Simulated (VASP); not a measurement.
A run of VASP 6.6.1 is set up as follows.

File INCAR:

```
ALGO = Normal ; EDIFF = 1E-7
ENCUT = 520 ; GGA = RE
ISIF = 2 ; ISMEAR = -1
LASPH = T ; LCHARG = T
LELF = T ; LREAL = F
LVHAR = T ; LWAVE = F
NBANDS = 30 ; NELM = 100
PREC = Accurate ; SIGMA = 0.1
```

KPOINTS

```
k-points
0
Gamma
  12 12 4
```

File POSCAR:

```
Sc
1.0
    3.4552351160      0.0000000000      0.0000000000
   -1.7276175580      2.9923213865      0.0000000000
    0.0000000000      0.0000000000     11.0381452071
Sc
4
Direct
    0.0000000000      0.0000000000      1.0000000000
    0.0000000000      0.0000000000      0.5000000000
    0.3333333333      0.6666666667      0.2500000000
    0.6666666667      0.3333333333      0.7500000000
```

Potentials or basis: VASP PAW PBE potentials, release 64 (Sc_sv).

Run with:

```console
$ cat potpaw_PBE.64/Sc_sv/POTCAR > POTCAR
$ mpirun -np 1 vasp_std > vasp.out
```

Question: Estimate the band gap on the k mesh.

Answer: Zero (bands 22 and 23 overlap by 1.00 eV).

Question: Predict the pressure.

Answer: -4.7 GPa.

Caveat: the cell stands under tension; the PAW data sets were made with another functional, which shifts forces and pressure a little.
